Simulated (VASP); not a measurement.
# SiC (P1) in VASP: single point with r2SCAN

Aim: the single point of SiC with r2SCAN.

All numbers are computed with VASP 6.6.1; they aren't measurements. Logs are shortened: lines on timing, memory, paths and dates and some standing lists are left out, and cuts for length are marked.

### 1 The cell of the first run

The typed cell holds 4 atoms: a = 5.611 Å, b = 5.611 Å, c = 5.611 Å, α = 31.89°, β = 31.89°, γ = 31.89°.

### 2 Single point, r2SCAN

The input, POSCAR:

```
SiC
1.0
    1.5415877827      0.8900361213      5.3212273245
   -1.5415877827      0.8900361213      5.3212273245
    0.0000000000     -1.7800722426      5.3212273245
C Si
2 2
Direct
    0.4354989223      0.4841176262      0.4370091996
    0.5882824144      0.5308098520      0.5404575821
    0.9597558770      0.9021957426      0.9193774042
    0.0300737318      0.0914202221      0.0902592623
```

The input, INCAR.step1:

```
PREC = Accurate
ENCUT = 520
ISMEAR = -1
SIGMA = 0.146
LREAL = False
LASPH = True
NELM = 80
NBANDS = 16
GGA = PE
ALGO = Normal
EDIFF = 1E-4
LWAVE = True
LCHARG = False
```

The input, INCAR.step2:

```
PREC = Accurate
ENCUT = 520
EDIFF = 1E-7
ISMEAR = -1
SIGMA = 0.146
LREAL = False
LASPH = True
NELM = 80
ALGO = Normal
ISIF = 2
LWAVE = False
LCHARG = False
METAGGA = R2SCAN
LMIXTAU = True
NBANDS = 16
ISTART = 1
```

The input, KPOINTS:

```
regular mesh
0
Gamma
  6 6 6
```

Potentials or basis: VASP PAW PBE potentials, release 64 (C, Si).

Command:

```console
cat potpaw_PBE.64/C/POTCAR potpaw_PBE.64/Si/POTCAR > POTCAR
cp INCAR.step1 INCAR
mpirun -np 1 vasp_std > vasp.out
cp INCAR.step2 INCAR
mpirun -np 1 vasp_std > vasp.out
```

OUTCAR:

```text
PREC = Accurate
   ENCUT = 520
   EDIFF = 1E-7
   ISMEAR = -1
   LREAL = False
   LASPH = True
   NELM = 80
   ISIF = 2
   METAGGA = R2SCAN
   ISTART = 1

 ion  position               nearest neighbor table
   1  0.435  0.484  0.437-   2 1.62   4 1.88   4 1.91   4 2.03
   2  0.588  0.531  0.540-   1 1.62   3 1.88   3 1.90   3 1.90
   3  0.960  0.902  0.919-   2 1.88   2 1.90   2 1.90   4 2.30
   4  0.030  0.091  0.090-   1 1.88   1 1.91   1 2.03   3 2.30

  LATTYP: Found a trigonal (rhomboedric) cell.
 ALAT       =     5.6110709698
 COS(alpha) =     0.8490354448

  Lattice vectors:

 A1 = (   1.5415877827,   0.8900361213,   5.3212273245)
 A2 = (  -1.5415877827,   0.8900361213,   5.3212273245)
 A3 = (   0.0000000000,  -1.7800722426,   5.3212273245)

Analysis of symmetry for initial positions (statically):
=====================================================================
 Subroutine PRICEL returns:
 Original cell was already a primitive cell.

 Routine SETGRP: Setting up the symmetry group for a
 trigonal (rhombohedral) supercell.

 Subroutine GETGRP returns: Found  1 space group operations
 (whereof  1 operations were pure point group operations)
 out of a pool of 12 trial point group operations.

The static configuration has the point symmetry C_1 .

Analysis of symmetry for dynamics (positions and initial velocities):
=====================================================================
 Subroutine PRICEL returns:
 Original cell was already a primitive cell.

 Routine SETGRP: Setting up the symmetry group for a
 trigonal (rhombohedral) supercell.

 Subroutine GETGRP returns: Found  1 space group operations
 (whereof  1 operations were pure point group operations)
 out of a pool of 12 trial point group operations.

The dynamic configuration has the point symmetry C_1 .

 Subroutine INISYM returns: Found  1 space group operations
 (whereof  1 operations are pure point group operations),
 and found     1 'primitive' translations

----------------------------------------------------------------------------------------

                                     Primitive cell

  volume of cell :      43.8065

  direct lattice vectors                    reciprocal lattice vectors
     1.541587783  0.890036121  5.321227324     0.324340920  0.187258318  0.062642190
    -1.541587783  0.890036121  5.321227324    -0.324340920  0.187258318  0.062642190
     0.000000000 -1.780072243  5.321227324     0.000000000 -0.374516635  0.062642190

  length of vectors
     5.611070970  5.611070970  5.611070970     0.379719309  0.379719309  0.379719309

  position of ions in fractional coordinates (direct lattice)
     0.435498922  0.484117626  0.437009200
     0.588282414  0.530809852  0.540457582
     0.959755877  0.902195743  0.919377404
     0.030073732  0.091420222  0.090259262

  ion indices of the primitive-cell ions
   primitive index   ion index
                 1           1
                 2           2
                 3           3
                 4           4

----------------------------------------------------------------------------------------

 KPOINTS: regular mesh

Automatic generation of k-mesh.
 Grid dimensions read from file:
 generate k-points for:    6    6    6

 Generating k-lattice:

  Cartesian coordinates                     Fractional coordinates (reciprocal lattice)
     0.054056820  0.031209720  0.010440365     0.166666667 -0.000000000 -0.000000000
    -0.054056820  0.031209720  0.010440365    -0.000000000  0.166666667 -0.000000000
     0.000000000 -0.062419439  0.010440365    -0.000000000 -0.000000000  0.166666667

  Length of vectors
     0.063286552  0.063286552  0.063286552

  Shift w.r.t. Gamma in fractional coordinates (k-lattice)
     0.000000000  0.000000000  0.000000000

 Subroutine IBZKPT returns following result:
 ===========================================

 Found    112 irreducible k-points:

 Following reciprocal coordinates:
            Coordinates               Weight
  0.000000  0.000000  0.000000      1.000000
  0.166667 -0.000000  0.000000      2.000000
 -0.000000  0.166667  0.000000      2.000000
  0.000000  0.000000  0.166667      2.000000
  0.333333 -0.000000  0.000000      2.000000
 -0.000000  0.333333  0.000000      2.000000
[... 16 lines left out ...]
 -0.166667  0.500000 -0.000000      2.000000
  0.166667  0.000000  0.500000      2.000000
 [... further k-points ...]
   k-points           NKPTS =    112   k-points in BZ     NKDIM =    112   number of bands    NBANDS=     16
   number of dos      NEDOS =    301   number of ions     NIONS =      4
   total plane-waves  NPLWV =  74088
   dimension x,y,z NGX =    42 NGY =   42 NGZ =   42
   dimension x,y,z NGXF=    84 NGYF=   84 NGZF=   84
   ions per type =               2   2
   NGX,Y,Z   is equivalent  to a cutoff of  12.44, 12.44, 12.44 a.u.
   NGXF,Y,Z  is equivalent  to a cutoff of  24.89, 24.89, 24.89 a.u.
 SYSTEM =  unknown system
   PREC   = accura    normal or accurate (medium, high low for compatibility)
   ISTART =      1    job   : 0-new  1-cont  2-samecut
   ICHARG =      0    charge: 1-file 2-atom 10-const
   ISPIN  =      1    spin polarized calculation?
   LNONCOLLINEAR =      F non collinear calculations
   LSORBIT =      F    spin-orbit coupling
   LASPH  =      T    aspherical Exc in radial PAW
   ENCUT  =  520.0 eV  38.22 Ry    6.18 a.u.  10.43 10.43 10.43*2*pi/ulx,y,z
   NELM   =     80;   NELMIN=  2; NELMDL=  0     # of ELM steps
   EDIFF  = 0.1E-06   stopping-criterion for ELM
   LREAL  =      F    real-space projection
   EDIFFG = 0.1E-05   stopping-criterion for IOM
   NSW    =      0    number of steps for IOM
   IBRION =     -1    ionic relax: 0-MD 1-quasi-New 2-CG
   NFREE  =      0    steps in history (QN), initial steepest desc. (CG)
   ISIF   =      2    stress and relaxation
   ISYM   =      2    0-nonsym 1-usesym 2-fastsym
   POTIM  = 0.5000    time-step for ionic-motion
   TEBEG  =    0.0;   TEEND  =   0.0 temperature during run
   PSTRESS=    0.0 pullay stress
   NELECT =      16.0000    total number of electrons
   NUPDOWN=      -1.0000    fix difference up-down
   EMIN   =  10.00;   EMAX   =-10.00  energy-range for DOS
   EFERMI =   0.00;   METHOD = LEGACY
   ISMEAR =    -1;   SIGMA  =   0.15  broadening in eV -4-tet -1-fermi 0-gaus
   EFERMI_NEDOS =   21; number of points for ismear=-14 and -15
   IALGO  =     38    algorithm
   IMIX   =      4    mixing-type and parameters
     AMIX     =   0.40;   BMIX     =  1.00
     AMIX_MAG =   1.60;   BMIX_MAG =  1.00
  volume/ion in A,a.u.               =      10.95        73.91
  Fermi-wavevector in a.u.,A,eV,Ry     =   1.170223  2.211400 18.632105  1.369421
  Thomas-Fermi vector in A             =   2.306684
   LORBIT       =      0    0 simple, 1 ext, 2 COOP (PROOUT), +10 PAW based schemes
   METAGGA = R2SCAN    functional components
   LHFCALC =     F    Hartree Fock is set to
   AEXX    =    0.0000 exact exchange contribution
   IVDW    =     0    specifies the selected vdW correction
   LEPSILON=     F    determine dielectric tensor
   LRPA    =     F    only Hartree local field effects (RPA)
 non-spin polarized calculation
  energy-cutoff  :      520.00
  volume of cell :       43.81
 maximum number of plane-waves:      1198
 NGX is ok and might be reduce to    42
   NGX = 21   NGY = 21   NGZ = 21

 number of electron      16.0000000 magnetization

 Free energy of the ion-electron system (eV)
  ---------------------------------------------------
  ext. energy  EPLUGINS =         0.00000000
  ---------------------------------------------------
  free energy    TOTEN  =       -36.88034576 eV

  energy without entropy =      -36.86740634  energy(sigma->0) =      -36.87387605

 E-fermi :   8.8902     XC(G=0): -11.7028

 val. band max:        8.8677740570   @ k =   0.0000   0.0000   0.0000
 cond. band min:       9.2810503256   @ k =   0.1667  -0.3333  -0.3333
 fundamental gap:      0.4132762686
 Fermi energy:         8.8901780871

 k-point     1 :       0.0000    0.0000    0.0000
  band No.  band energies     occupation
      1      -8.8312      2.00000
      2      -4.7923      2.00000
      3      -1.7767      2.00000
      4       5.7248      2.00000
      5       5.9539      2.00000
      6       7.0437      1.99999
[... 8 lines left out ...]
     15      15.8452      0.00000
     16      20.4665      0.00000

 k-point     2 :       0.1667   -0.0000    0.0000
  band No.  band energies     occupation
      1      -8.3607      2.00000
      2      -4.3923      2.00000
      3      -1.2949      2.00000
      4       3.7930      2.00000
      5       5.4236      2.00000
      6       6.4452      2.00000
[... 8 lines left out ...]
     15      16.9256      0.00000
     16      19.4057      0.00000

 k-point     3 :      -0.0000    0.1667    0.0000
  band No.  band energies     occupation
      1      -8.3654      2.00000
      2      -4.3856      2.00000
      3      -1.3113      2.00000
      4       3.9089      2.00000
      5       5.3260      2.00000
      6       6.2565      2.00000
[... 8 lines left out ...]
     15      17.0036      0.00000
     16      19.1365      0.00000

 k-point     4 :       0.0000    0.0000    0.1667
  band No.  band energies     occupation
      1      -8.3654      2.00000
      2      -4.3964      2.00000
      3      -1.2973      2.00000
      4       3.9660      2.00000
      5       5.2760      2.00000
      6       6.6384      2.00000
[... 8 lines left out ...]
     15      17.1682      0.00000
     16      19.4680      0.00000

 k-point     5 :       0.3333   -0.0000    0.0000
  band No.  band energies     occupation
      1      -7.0743      2.00000
      2      -3.3327      2.00000
      3      -0.6168      2.00000
      4       1.5027      2.00000
      5       3.2279      2.00000
      6       4.6385      2.00000
[... 8 lines left out ...]
     15      18.7479      0.00000
     16      19.3388      0.00000

 k-point     6 :      -0.0000    0.3333    0.0000
  band No.  band energies     occupation
      1      -7.1031      2.00000
      2      -3.2681      2.00000
      3      -0.7105      2.00000
      4       1.5779      2.00000
      5       3.2926      2.00000
      6       4.5533      2.00000
[... 8 lines left out ...]
     15      18.8658      0.00000
     16      19.4270      0.00000
[... 267 lines left out ...]
 k-point    21 :       0.5000   -0.0000   -0.1667
  band No.  band energies     occupation
      1      -6.0780      2.00000
      2      -2.7662      2.00000
      3      -0.8123      2.00000
      4       1.8211      2.00000
      5       2.2643      2.00000
      6       3.3080      2.00000
[... 8 lines left out ...]
     15      18.4749      0.00000
     16      20.2040      0.00000

 k-point    22 :      -0.0000    0.5000    0.1667
  band No.  band energies     occupation
      1      -6.1205      2.00000
      2      -2.5658      2.00000
      3      -1.0293      2.00000
      4       1.7222      2.00000
      5       2.2100      2.00000
      6       3.5700      2.00000
[... 8 lines left out ...]
     15      18.4240      0.00000
     16      20.2947      0.00000

 k-point    23 :      -0.1667    0.5000   -0.0000
  band No.  band energies     occupation
      1      -6.1376      2.00000
      2      -2.5808      2.00000
      3      -0.9654      2.00000
      4       1.8553      2.00000
      5       2.1278      2.00000
      6       3.6461      2.00000
[... 8 lines left out ...]
     15      18.4147      0.00000
     16      20.1593      0.00000

 k-point    24 :       0.1667    0.0000    0.5000
  band No.  band energies     occupation
      1      -6.1312      2.00000
      2      -2.7513      2.00000
      3      -0.6980      2.00000
      4       1.9494      2.00000
      5       2.1757      2.00000
      6       3.4442      2.00000
[... 8 lines left out ...]
     15      18.4885      0.00000
     16      20.1702      0.00000

 [... further k-points ...]

------------------------ aborting loop because EDIFF is reached ----------------------------------------

  FORCE on cell =-STRESS in cart. coord.  units (eV):
  Direction    XX          YY          ZZ          XY          YZ          ZX
  --------------------------------------------------------------------------------------
  -------------------------------------------------------------------------------------
  Total       -0.1376533     -0.4712689     -0.5084059      0.0065199     -0.2674722     -0.5832886
  in kB       -5.0345211    -17.2361543    -18.5944000      0.2384600     -9.7825101    -21.3331560
  external PRESSURE =     -13.6216918 kB  Pullay stress =       0.0000000 kB

 VOLUME and BASIS-vectors are now :
 -----------------------------------------------------------------------------
  energy-cutoff  :      520.00
  volume of cell :       43.81
      direct lattice vectors                 reciprocal lattice vectors
     1.541587783  0.890036121  5.321227324     0.324340920  0.187258318  0.062642190
    -1.541587783  0.890036121  5.321227324    -0.324340920  0.187258318  0.062642190
     0.000000000 -1.780072243  5.321227324     0.000000000 -0.374516635  0.062642190

 POSITION                                       TOTAL-FORCE (eV/Angst)
 -----------------------------------------------------------------------------------
     -0.07495      0.04058      7.21891        -0.000519     -1.089875     -1.078741
      0.08860      0.03398      8.83084        -0.371090     -0.233823     -0.478695
      0.08873      0.02065     14.80008        -0.189224      0.170093     -0.843963
     -0.09457     -0.05253      1.12679         0.560833      1.153606      2.401400
 -----------------------------------------------------------------------------------
    total drift:                               -0.000000     -0.000024      0.000116

  FREE ENERGIE OF THE ION-ELECTRON SYSTEM (eV)
  ---------------------------------------------------
  free  energy   TOTEN  =       -36.8803457613 eV

  energy  without entropy=      -36.8674063377  energy(sigma->0) =      -36.87387605
```

It took 25 min on 1 thread of Intel Xeon 8259CL, shared host; peak memory 0.31 GiB.

Results:

```
Free energy            : -36.8803 eV
Pressure               : -1.4 GPa
Largest force          : 2.723 eV/Å
Band gap on the k mesh : zero (bands 8 and 9 overlap by 0.19 eV)
```

Forces on the atoms (eV/Å):
```
C   -0.001 -1.090 -1.079
C   -0.371 -0.234 -0.479
Si  -0.189  0.170 -0.844
Si   0.561  1.154  2.401
```

Caveat: the k points lie up to 0.40 Å⁻¹ apart; semilocal functionals underestimate gaps, and a narrow one can read as zero; the PAW data sets were made with another functional, which shifts forces and pressure a little.

The gap in the log of VASP goes by the Fermi energy; the results here count the filled bands.